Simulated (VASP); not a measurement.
# BP (F-43m) in VASP: further runs, part 2 of 2

VASP 6.6.1.

## (4) Vibrations by perturbation theory, LDA

This run uses another cell than the first one, of 10.46 Å³/atom.

The input, INCAR:

```
SYSTEM = BP
PREC     = Accurate       ! precision mode
ENCUT    = 520            ! plane-wave cutoff, eV
EDIFF    = 1E-8           ! SCF threshold, eV
ISMEAR   = 0              ! smearing method
SIGMA    = 0.01           ! smearing width, eV
LREAL    = .FALSE.        ! projectors in reciprocal space
LASPH    = .TRUE.         ! aspherical terms in the spheres
NELM     = 60             ! most SCF steps
ALGO     = Normal         ! electronic algorithm
ISIF     = 2              ! what is computed and relaxed
LWAVE    = .FALSE.        ! write WAVECAR
LCHARG   = .FALSE.        ! write CHGCAR
GGA      = CA             ! functional
NBANDS   = 11             ! bands
IBRION   = 8              ! ionic algorithm
NSW      = 1              ! ionic steps
LEPSILON = .TRUE.         ! dielectric tensor by DFPT
```

The input, KPOINTS:

```
Automatic mesh
0
G
  10 10 10
  0 0 0
```

The input, POSCAR:

```
BP
1.0
    0.0000000000      2.1871420521      2.1871420521
    2.1871420521      0.0000000000      2.1871420521
    2.1871420521      2.1871420521      0.0000000000
B P
1 1
Direct
    0.0000000000      0.0000000000      0.0000000000
    0.7500000000      0.7500000000      0.7500000000
```

Potentials or basis: VASP PAW LDA potentials, release 64 (B, P).

Command:

```sh
$ cat potpaw_LDA.64/B/POTCAR potpaw_LDA.64/P/POTCAR > POTCAR
$ mpirun -np 1 vasp_std > vasp.out
```

OUTCAR:

```text
SYSTEM = BP
   PREC = Accurate
   ENCUT = 520
   EDIFF = 1E-8
   ISMEAR = 0
   LREAL = .FALSE.
   LASPH = .TRUE.
   NELM = 60
   ISIF = 2
   GGA = CA
   IBRION = 8
   NSW = 1
   LEPSILON = .TRUE.

 ion  position               nearest neighbor table
   1  0.000  0.000  0.000-   2 1.89   2 1.89   2 1.89   2 1.89
   2  0.750  0.750  0.750-   1 1.89   1 1.89   1 1.89   1 1.89

  LATTYP: Found a face centered cubic cell.
 ALAT       =     4.3742841042

  Lattice vectors:

 A1 = (   0.0000000000,   2.1871420521,   2.1871420521)
 A2 = (   2.1871420521,   0.0000000000,   2.1871420521)
 A3 = (   2.1871420521,   2.1871420521,   0.0000000000)

Analysis of symmetry for initial positions (statically):
=====================================================================
 Subroutine PRICEL returns:
 Original cell was already a primitive cell.

 Routine SETGRP: Setting up the symmetry group for a
 face centered cubic supercell.

 Subroutine GETGRP returns: Found 24 space group operations
 (whereof 24 operations were pure point group operations)
 out of a pool of 48 trial point group operations.

The static configuration has the point symmetry T_d .

Analysis of symmetry for dynamics (positions and initial velocities):
=====================================================================
 Subroutine PRICEL returns:
 Original cell was already a primitive cell.

 Routine SETGRP: Setting up the symmetry group for a
 face centered cubic supercell.
[... 594 lines left out ...]

 PIEZOELECTRIC TENSOR (including local field effects)  for field in x, y, z        (C/m^2)
          XX          YY          ZZ          XY          YZ          ZX
  --------------------------------------------------------------------------------
  x     0.00000    -0.00000     0.00000     0.00000    -0.29915     0.00000
  y     0.00000    -0.00000    -0.00000     0.00000     0.00000    -0.29915
  z     0.00000    -0.00000     0.00000    -0.29915     0.00000     0.00000

 BORN EFFECTIVE CHARGES (including local field effects) (in |e|, cummulative output)
 ---------------------------------------------------------------------------------
 ion    1
    1    -0.87917     0.00000    -0.00000
    2     0.00000    -0.87917     0.00000
    3    -0.00000     0.00000    -0.87917
 ion    2
    1     0.87917     0.00000     0.00000
    2     0.00000     0.87917    -0.00000
    3     0.00000    -0.00000     0.87917

 INTERNAL STRAIN TENSOR FOR ION    2 for displacements in x,y,z  (eV/Angst):
          X           Y           Z          XY          YZ          ZX
  --------------------------------------------------------------------------------
  x    -0.00000     0.00000     0.00000     0.00000    11.29827     0.00000
  y     0.00000     0.00000     0.00000     0.00000     0.00000    11.29827
  z     0.00000     0.00000    -0.00000    11.29827     0.00000     0.00000

 SECOND DERIVATIVES (NOT SYMMETRIZED)
 ------------------------------------
               1X          1Y          1Z          2X          2Y          2Z
  1X   -23.124820    0.000000    0.000000   23.124820    0.000000    0.000000
  1Y     0.000000  -23.124820    0.000000    0.000000   23.124820    0.000000
  1Z     0.000000    0.000000  -23.124820    0.000000    0.000000   23.124820
  2X    23.121226    0.000000    0.000000  -23.121226    0.000000    0.000000
  2Y     0.000000   23.121226    0.000000    0.000000  -23.121226    0.000000
  2Z     0.000000    0.000000   23.121226    0.000000    0.000000  -23.121226

 Eigenvectors and eigenvalues of the dynamical matrix
 ----------------------------------------------------

   1 f  =   26.555825 THz   166.855170 2PiTHz  885.806975 cm-1   109.826018 meV
             X         Y         Z           dx          dy          dz
      0.000000  0.000000  0.000000    -0.860988    0.000000    0.000000
      3.280713  3.280713  3.280713     0.508625    0.000000    0.000000
[... 21 lines left out ...]
   6 f/i=    0.000904 THz     0.005678 2PiTHz    0.030144 cm-1     0.003737 meV
             X         Y         Z           dx          dy          dz
      0.000000  0.000000  0.000000     0.000000   -0.508625    0.000000
      3.280713  3.280713  3.280713     0.000000   -0.860988    0.000000

--------------------------------------------------------------------------------------------------------

 MACROSCOPIC STATIC DIELECTRIC TENSOR IONIC CONTRIBUTION
 ------------------------------------------------------
           0.289075     0.000000     0.000000
           0.000000     0.289075     0.000000
           0.000000     0.000000     0.289075
 ------------------------------------------------------

 ELASTIC MODULI CONTR FROM IONIC RELAXATION (kBar)
 Direction    XX          YY          ZZ          XY          YZ          ZX
 --------------------------------------------------------------------------------
 XX          -0.0000     -0.0000     -0.0000      0.0000      0.0000     -0.0000
 YY          -0.0000     -0.0000     -0.0000      0.0000      0.0000     -0.0000
 ZZ          -0.0000     -0.0000     -0.0000      0.0000      0.0000     -0.0000
 XY           0.0000      0.0000      0.0000   -441.7668     -0.0000     -0.0000
 YZ           0.0000      0.0000      0.0000     -0.0000   -441.7668     -0.0000
 ZX          -0.0000     -0.0000     -0.0000     -0.0000     -0.0000   -441.7668
 --------------------------------------------------------------------------------

 PIEZOELECTRIC TENSOR IONIC CONTR  for field in x, y, z        (C/m^2)
          XX          YY          ZZ          XY          YZ          ZX
  --------------------------------------------------------------------------------
  x    -0.00000    -0.00000    -0.00000     0.00000     0.33626     0.00000
  y     0.00000     0.00000     0.00000     0.00000     0.00000     0.33626
  z    -0.00000    -0.00000    -0.00000     0.33626     0.00000     0.00000
```

OSZICAR:

```text
N       E                     dE             d eps       ncg     rms          rms(c)
DAV:   1     0.804382140978E+01    0.80438E+01   -0.39410E+03  1034   0.657E+02
DAV:   2    -0.147615373986E+02   -0.22805E+02   -0.21439E+02  1385   0.114E+02
DAV:   3    -0.154222675083E+02   -0.66073E+00   -0.65908E+00  1287   0.162E+01
DAV:   4    -0.154247835077E+02   -0.25160E-02   -0.25158E-02  1191   0.119E+00
[... 144 lines left out ...]
RMM:   7    -0.409776671048E-01    0.13227E-07    0.58239E-09  6482   0.377E-04    0.163E-04
RMM:   8    -0.409771133564E-01    0.55375E-06    0.34706E-08  6533   0.669E-05    0.821E-05
RMM:   9    -0.409770132213E-01    0.10014E-06    0.18261E-07  6691   0.241E-05    0.540E-06
RMM:  10    -0.409770325694E-01   -0.19348E-07    0.34139E-08  6673   0.669E-06    0.525E-06
RMM:  11    -0.409770271622E-01    0.54072E-08    0.48991E-09  5830   0.522E-06    0.280E-07
 Linear response finished
```

Run time: 3.6 min. Hardware: 1 thread of Intel Xeon 8259CL, shared host; peak memory 0.21 GiB.

Results:

* Electronic dielectric tensor (diagonal): 9.27
* Born charges (mean of the diagonal): B -0.88; P +0.88 e
* Highest phonon frequency at Γ, LO-TO splitting left out: 886 cm⁻¹

Phonon frequencies in cm⁻¹ (negative: imaginary):
| q point | frequencies |
| --- | --- |
| (0.000, 0.000, 0.000) | 0 0 0 886 886 886 |

Electronic dielectric tensor:
```
9.27 0.00 0.00
0.00 9.27 0.00
0.00 0.00 9.27
```

Born effective charge tensors (e):
atom 1, B
```
-0.88  0.00  0.00
 0.00 -0.88  0.00
 0.00  0.00 -0.88
```
atom 2, P
```
0.88 0.00 0.00
0.00 0.88 0.00
0.00 0.00 0.88
```

Caveat: the cell stands under pressure or tension, which shifts response properties.
